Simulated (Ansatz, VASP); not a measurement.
**One calculation of MoS2, two programs**

```
Mo S
1.0
     1.57157    0.90735    6.31216
    -1.57157    0.90735    6.31216
     0.00000   -1.81469    6.31216
Mo S
1 2
Direct
  0.00010 0.00010 0.00010
  0.25116 0.25116 0.25116
  0.41574 0.41574 0.41574
```

Change from the starting cell: z stretched by +0.5 %, x and y held.

Alike in both runs: functional PBEsol; k mesh 8 × 8 × 8; no spin polarisation.

Ansatz relaxed the structure, and its values are those at the end. VASP's run is a single point on that final structure, the one shown.

|  | VASP | Ansatz |
| --- | --- | --- |
| version | VASP 6.6.1 | Ansatz 0.2.0 |
| potentials or method | VASP PAW PBE potentials, release 64 (Mo_sv, S), cutoff 520 eV | all-electron LAPW, scalar-relativistic |
| occupations | gaussian, width 0.01 eV | fixed |

|  | VASP | Ansatz | Ansatz less VASP |
| --- | --- | --- | --- |
| gap on the k mesh at the Fermi level (eV) | 1.15 | 1.13 | -0.012 |
| pressure (GPa) | -0.1 | 0.0 | +0.03 |

VASP's potentials were made for PBE, not for PBEsol. Ansatz ran all-electron here, and VASP with PAW potentials.
